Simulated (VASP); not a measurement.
# AlN (P6_3mc) in VASP: a series of runs, part 2 of 3

VASP 6.6.1.

## Step 4: Single point, PBE (strain +0.000 along x and y, +0.030 along z)

Contents of INCAR:

```
PREC = Accurate
ENCUT = 520
EDIFF = 1E-6
ISMEAR = 0
SIGMA = 0.05
LREAL = False
LASPH = True
NELM = 80
ALGO = Normal
ISIF = 2
LWAVE = False
LCHARG = True
GGA = PE
LELF = True
LVHAR = True
NBANDS = 16
```

Contents of KPOINTS:

```
Automatic mesh
0
Gamma
  12 12 6
```

Contents of POSCAR:

```
AlN
1.0
    3.1110021516      0.0000000000      0.0000000000
   -1.5555010758      2.6942068945      0.0000000000
    0.0000000000      0.0000000000      5.1273400000
Al N
2 2
Direct
    0.3333333333      0.6666666667      0.0000000000
    0.6666666667      0.3333333333      0.5000000000
    0.3333333333      0.6666666667      0.3850000000
    0.6666666667      0.3333333333      0.8850000000
```

Potentials or basis: VASP PAW PBE potentials, release 64 (Al, N).

Run with:

```sh
> cat potpaw_PBE.64/Al/POTCAR potpaw_PBE.64/N/POTCAR > POTCAR
> mpirun -np 1 vasp_std > vasp.out
```

OUTCAR:

```text
PREC = Accurate
   ENCUT = 520
   EDIFF = 1E-6
   ISMEAR = 0
   LREAL = False
   LASPH = True
   NELM = 80
   ISIF = 2
   GGA = PE

 ion  position               nearest neighbor table
   1  0.333  0.667  0.000-   4 1.89   4 1.89   4 1.89   3 1.97   2 3.13   2 3.13   2 3.13   2 3.13
                             2 3.13   2 3.13
   2  0.667  0.333  0.500-   3 1.89   3 1.89   3 1.89   4 1.97   1 3.13   1 3.13   1 3.13   1 3.13
                             1 3.13   1 3.13
   3  0.333  0.667  0.385-   2 1.89   2 1.89   2 1.89   1 1.97
   4  0.667  0.333  0.885-   1 1.89   1 1.89   1 1.89   2 1.97

  LATTYP: Found a hexagonal cell.
 ALAT       =     3.1110021516
 C/A-ratio  =     1.6481312934

  Lattice vectors:

 A1 = (   3.1110021516,   0.0000000000,   0.0000000000)
 A2 = (  -1.5555010758,   2.6942068945,   0.0000000000)
 A3 = (   0.0000000000,   0.0000000000,   5.1273400000)

Analysis of symmetry for initial positions (statically):
=====================================================================
 Subroutine PRICEL returns:
 Original cell was already a primitive cell.

 Routine SETGRP: Setting up the symmetry group for a
 hexagonal supercell.

 Subroutine GETGRP returns: Found 12 space group operations
 (whereof  6 operations were pure point group operations)
 out of a pool of 24 trial point group operations.

The static configuration has the point symmetry C_3v.
 The point group associated with its full space group is C_6v.

Analysis of symmetry for dynamics (positions and initial velocities):
=====================================================================
 Subroutine PRICEL returns:
 Original cell was already a primitive cell.

 Routine SETGRP: Setting up the symmetry group for a
 hexagonal supercell.

 Subroutine GETGRP returns: Found 12 space group operations
 (whereof  6 operations were pure point group operations)
 out of a pool of 24 trial point group operations.

The dynamic configuration has the point symmetry C_3v.
 The point group associated with its full space group is C_6v.

 Subroutine INISYM returns: Found 12 space group operations
 (whereof  6 operations are pure point group operations),
 and found     1 'primitive' translations

----------------------------------------------------------------------------------------

                                     Primitive cell

  volume of cell :      42.9757

  direct lattice vectors                    reciprocal lattice vectors
     3.111002152  0.000000000  0.000000000     0.321439829  0.185583372  0.000000000
    -1.555501076  2.694206895  0.000000000     0.000000000  0.371166744  0.000000000
     0.000000000  0.000000000  5.127340000     0.000000000  0.000000000  0.195032902

  length of vectors
     3.111002152  3.111002152  5.127340000     0.371166744  0.371166744  0.195032902

  position of ions in fractional coordinates (direct lattice)
     0.333333333  0.666666667  0.000000000
     0.666666667  0.333333333  0.500000000
     0.333333333  0.666666667  0.385000000
     0.666666667  0.333333333  0.885000000

  ion indices of the primitive-cell ions
   primitive index   ion index
                 1           1
                 2           2
                 3           3
                 4           4

----------------------------------------------------------------------------------------

 KPOINTS: Automatic mesh

Automatic generation of k-mesh.
 Grid dimensions read from file:
 generate k-points for:   12   12    6

 Generating k-lattice:

  Cartesian coordinates                     Fractional coordinates (reciprocal lattice)
     0.026786652  0.015465281  0.000000000     0.083333333  0.000000000  0.000000000
     0.000000000  0.030930562  0.000000000     0.000000000  0.083333333  0.000000000
     0.000000000  0.000000000  0.032505484     0.000000000  0.000000000  0.166666667

  Length of vectors
     0.030930562  0.030930562  0.032505484

  Shift w.r.t. Gamma in fractional coordinates (k-lattice)
     0.000000000  0.000000000  0.000000000

 Subroutine IBZKPT returns following result:
 ===========================================

 Found     76 irreducible k-points:

 Following reciprocal coordinates:
            Coordinates               Weight
  0.000000  0.000000  0.000000      1.000000
  0.083333  0.000000  0.000000      6.000000
  0.166667  0.000000  0.000000      6.000000
  0.250000  0.000000  0.000000      6.000000
  0.333333  0.000000  0.000000      6.000000
  0.416667 -0.000000  0.000000      6.000000
[... 16 lines left out ...]
  0.250000  0.000000  0.166667     12.000000
  0.333333  0.000000  0.166667     12.000000
 [... further k-points ...]
   k-points           NKPTS =     76   k-points in BZ     NKDIM =     76   number of bands    NBANDS=     16
   number of dos      NEDOS =    301   number of ions     NIONS =      4
   total plane-waves  NPLWV =  23040
   dimension x,y,z NGX =    24 NGY =   24 NGZ =   40
   dimension x,y,z NGXF=    48 NGYF=   48 NGZF=   80
   ions per type =               2   2
   NGX,Y,Z   is equivalent  to a cutoff of  12.83, 12.83, 12.97 a.u.
   NGXF,Y,Z  is equivalent  to a cutoff of  25.65, 25.65, 25.94 a.u.
 SYSTEM =  unknown system
   PREC   = accura    normal or accurate (medium, high low for compatibility)
   ISTART =      0    job   : 0-new  1-cont  2-samecut
   ICHARG =      2    charge: 1-file 2-atom 10-const
   ISPIN  =      1    spin polarized calculation?
   LNONCOLLINEAR =      F non collinear calculations
   LSORBIT =      F    spin-orbit coupling
   LASPH  =      T    aspherical Exc in radial PAW
   ENCUT  =  520.0 eV  38.22 Ry    6.18 a.u.   5.78  5.78  9.53*2*pi/ulx,y,z
   NELM   =     80;   NELMIN=  2; NELMDL= -5     # of ELM steps
   EDIFF  = 0.1E-05   stopping-criterion for ELM
   LREAL  =      F    real-space projection
   EDIFFG = 0.1E-04   stopping-criterion for IOM
   NSW    =      0    number of steps for IOM
   IBRION =     -1    ionic relax: 0-MD 1-quasi-New 2-CG
   NFREE  =      0    steps in history (QN), initial steepest desc. (CG)
   ISIF   =      2    stress and relaxation
   ISYM   =      2    0-nonsym 1-usesym 2-fastsym
   POTIM  = 0.5000    time-step for ionic-motion
   TEBEG  =    0.0;   TEEND  =   0.0 temperature during run
   PSTRESS=    0.0 pullay stress
   NELECT =      16.0000    total number of electrons
   NUPDOWN=      -1.0000    fix difference up-down
   EMIN   =  10.00;   EMAX   =-10.00  energy-range for DOS
   EFERMI =   0.00;   METHOD = LEGACY
   ISMEAR =     0;   SIGMA  =   0.05  broadening in eV -4-tet -1-fermi 0-gaus
   EFERMI_NEDOS =   21; number of points for ismear=-14 and -15
   IALGO  =     38    algorithm
   IMIX   =      4    mixing-type and parameters
     AMIX     =   0.40;   BMIX     =  1.00
     AMIX_MAG =   1.60;   BMIX_MAG =  1.00
  volume/ion in A,a.u.               =      10.74        72.50
  Fermi-wavevector in a.u.,A,eV,Ry     =   1.177715  2.225559 18.871466  1.387014
  Thomas-Fermi vector in A             =   2.314057
   LORBIT       =      0    0 simple, 1 ext, 2 COOP (PROOUT), +10 PAW based schemes
   GGA     = PE    functional components
   LHFCALC =     F    Hartree Fock is set to
   AEXX    =    0.0000 exact exchange contribution
   IVDW    =     0    specifies the selected vdW correction
   LEPSILON=     F    determine dielectric tensor
   LRPA    =     F    only Hartree local field effects (RPA)
 non-spin polarized calculation
 Gauss-broadening in eV      SIGMA  =   0.05
  energy-cutoff  :      520.00
  volume of cell :       42.98
 maximum number of plane-waves:      1184
 NGX is ok and might be reduce to    24
   NGX = 11   NGY = 11   NGZ = 19

 number of electron      15.9999997 magnetization

 Free energy of the ion-electron system (eV)
  ---------------------------------------------------
  ext. energy  EPLUGINS =         0.00000000
  ---------------------------------------------------
  free energy    TOTEN  =       -29.74131784 eV

  energy without entropy =      -29.74131784  energy(sigma->0) =      -29.74131784

 E-fermi :   6.0514     XC(G=0): -10.7868

 val. band max:        5.8372221566   @ k =   0.0000   0.0000   0.0000
 cond. band min:       9.7989300691   @ k =   0.0000   0.0000   0.0000
 fundamental gap:      3.9617079124
 Fermi energy:         6.0513719720

 k-point     1 :       0.0000    0.0000    0.0000
  band No.  band energies     occupation
      1      -9.1393      2.00000
      2      -7.2042      2.00000
      3      -0.0343      2.00000
      4       5.1109      2.00000
      5       5.1109      2.00000
      6       5.6771      2.00000
[... 433 lines left out ...]
      3       1.0925      2.00000
      4       1.9704      2.00000
      5       2.5495      2.00000
      6       4.2237      2.00000
[... 8 lines left out ...]
     15      17.8598      0.00000
     16      20.0512      0.00000

 [... further k-points ...]
[... 5 lines left out ...]
  --------------------------------------------------------------------------------------
  -------------------------------------------------------------------------------------
  Total        0.6516055      0.6516055     -2.4439789      0.0000000      0.0000000      0.0000000
  in kB       24.2924844     24.2924844    -91.1139061      0.0000000      0.0000000      0.0000000
  external PRESSURE =     -14.1763124 kB  Pullay stress =       0.0000000 kB

 VOLUME and BASIS-vectors are now :
 -----------------------------------------------------------------------------
  energy-cutoff  :      520.00
  volume of cell :       42.98
      direct lattice vectors                 reciprocal lattice vectors
     3.111002152  0.000000000  0.000000000     0.321439829  0.185583372  0.000000000
    -1.555501076  2.694206895  0.000000000     0.000000000  0.371166744  0.000000000
     0.000000000  0.000000000  5.127340000     0.000000000  0.000000000  0.195032902

 POSITION                                       TOTAL-FORCE (eV/Angst)
 -----------------------------------------------------------------------------------
     -0.00000      1.79614      0.00000         0.000000      0.000000      0.423766
      1.55550      0.89807      2.56367        -0.000000     -0.000000      0.423766
     -0.00000      1.79614      1.97403        -0.000000      0.000000     -0.423766
      1.55550      0.89807      4.53770         0.000000     -0.000000     -0.423766
 -----------------------------------------------------------------------------------
    total drift:                               -0.000000      0.000000     -0.000852

  FREE ENERGIE OF THE ION-ELECTRON SYSTEM (eV)
  ---------------------------------------------------
  free  energy   TOTEN  =       -29.7413178408 eV

  energy  without entropy=      -29.7413178408  energy(sigma->0) =      -29.74131784
```

OSZICAR:

```text
N       E                     dE             d eps       ncg     rms          rms(c)
DAV:   1     0.424672648867E+02    0.42467E+02   -0.73104E+03  2432   0.892E+02
DAV:   2    -0.307987832427E+02   -0.73266E+02   -0.67165E+02  3360   0.188E+02
DAV:   3    -0.343868810363E+02   -0.35881E+01   -0.35779E+01  3032   0.429E+01
DAV:   4    -0.344096006102E+02   -0.22720E-01   -0.22718E-01  3048   0.386E+00
DAV:   5    -0.344098971462E+02   -0.29654E-03   -0.29653E-03  3096   0.445E-01    0.120E+01
DAV:   6    -0.297258026173E+02    0.46841E+01   -0.10817E+01  2936   0.236E+01    0.411E+00
DAV:   7    -0.297535771582E+02   -0.27775E-01   -0.65378E-01  2648   0.566E+00    0.291E+00
DAV:   8    -0.297459094485E+02    0.76677E-02   -0.63850E-02  2744   0.231E+00    0.607E-01
DAV:   9    -0.297407509091E+02    0.51585E-02   -0.12548E-02  3216   0.819E-01    0.252E-01
DAV:  10    -0.297414034113E+02   -0.65250E-03   -0.24568E-03  2680   0.307E-01    0.137E-01
DAV:  11    -0.297413139928E+02    0.89419E-04   -0.20442E-04  2840   0.109E-01    0.313E-02
DAV:  12    -0.297413180869E+02   -0.40942E-05   -0.11632E-05  2752   0.270E-02    0.792E-03
DAV:  13    -0.297413178408E+02    0.24614E-06   -0.46065E-06  2888   0.166E-02
   1 F= -.29741318E+02 E0= -.29741318E+02  d E =-.358682E-12
```

stdout:

```text
POSCAR found type information on POSCAR AlN
 POSCAR found :  2 types and       4 ions
 scaLAPACK will be used
 LDA part: xc-table for (Slater+PW92), standard interpolation
 POSCAR, INCAR and KPOINTS ok, starting setup
 FFT: planning ... GRIDC
 FFT: planning ... GRID_SOFT
 FFT: planning ... GRID
 WAVECAR not read
 entering main loop
```

Wall time 58 s (1 thread of Intel Xeon 8259CL, shared host); peak memory 0.18 GiB.

Results:

```
Free energy            : -29.7413 eV
Pressure               : -1.4 GPa
Largest force          : 0.424 eV/Å
Band gap on the k mesh : 3.96 eV, direct
```

Forces in eV/Å, atoms in the order of the input:
```
Al   0.000  0.000  0.424
Al   0.000  0.000  0.424
N    0.000  0.000 -0.424
N    0.000  0.000 -0.424
```

Stress tensor (GPa, compression positive):
```
 2.43  0.00  0.00
 0.00  2.43  0.00
 0.00  0.00 -9.11
```

Caveat: the cell differs from its parent crystal (strain +0.000 along x and y, +0.030 along z). A k mesh can miss the band edges.

## Step 5: Single point, PBE (strain +0.015 along x and y, +0.000 along z)

Contents of INCAR:

```
SYSTEM = AlN
PREC = Accurate ; ENCUT = 520
EDIFF = 1E-6 ; ISMEAR = 0
SIGMA = 0.05 ; LREAL = .FALSE.
LASPH = .TRUE. ; NELM = 60
ALGO = Normal ; ISIF = 2
LWAVE = .FALSE. ; LCHARG = .FALSE.
GGA = PE ; NBANDS = 16
```

Contents of KPOINTS:

```
regular mesh
0
G
  12 12 6
  0 0 0
```

Contents of POSCAR:

```
AlN
1.0
    3.1576671839      0.0000000000      0.0000000000
   -1.5788335919      2.7346199979      0.0000000000
    0.0000000000      0.0000000000      4.9780000000
Al N
2 2
Direct
    0.3333333333      0.6666666667      0.0000000000
    0.6666666667      0.3333333333      0.5000000000
    0.3333333333      0.6666666667      0.3850000000
    0.6666666667      0.3333333333      0.8850000000
```

Run with:

```sh
> cat potpaw_PBE.64/Al/POTCAR potpaw_PBE.64/N/POTCAR > POTCAR
> mpirun -np 1 vasp_std > vasp.out
```

Wall time 49 s (1 thread of Intel Xeon 8259CL, shared host); peak memory 0.18 GiB.

The run converged. Its results:

- Free energy: -29.7704 eV
- Pressure: -2.3 GPa
- Largest force: 0.028 eV/Å
- Band gap on the k mesh: 3.87 eV, direct

Forces on the atoms (eV/Å):
```
Al   0.000  0.000  0.028
Al   0.000  0.000  0.028
N    0.000  0.000 -0.028
N    0.000  0.000 -0.028
```

Stress tensor (GPa, compression positive):
```
-3.69  0.00  0.00
 0.00 -3.69  0.00
 0.00  0.00  0.61
```

Levels at points of the mesh, in eV from the valence-band top:
| k point | band 5 | band 6 | band 7 | band 8 | band 9 | band 10 | band 11 | band 12 |
| --- | --- | --- | --- | --- | --- | --- | --- | --- |
| (0.00, 0.00, 0.00) | -1.03 | -0.34 | -0.34 | 0.00 | 3.87 | 6.18 | 10.40 | 10.69 |
| (0.50, 0.00, 0.00) | -3.36 | -2.23 | -1.80 | -0.79 | 5.55 | 5.77 | 7.83 | 9.98 |
| (0.00, 0.00, 0.50) | -0.70 | -0.70 | -0.70 | -0.70 | 6.08 | 6.08 | 10.06 | 10.06 |
| (0.50, 0.00, 0.50) | -1.59 | -1.59 | -1.37 | -1.37 | 5.17 | 5.17 | 8.98 | 8.98 |

Caveat: the cell differs from its parent crystal (strain +0.015 along x and y, +0.000 along z).

(Continued in part 3 of 3.)
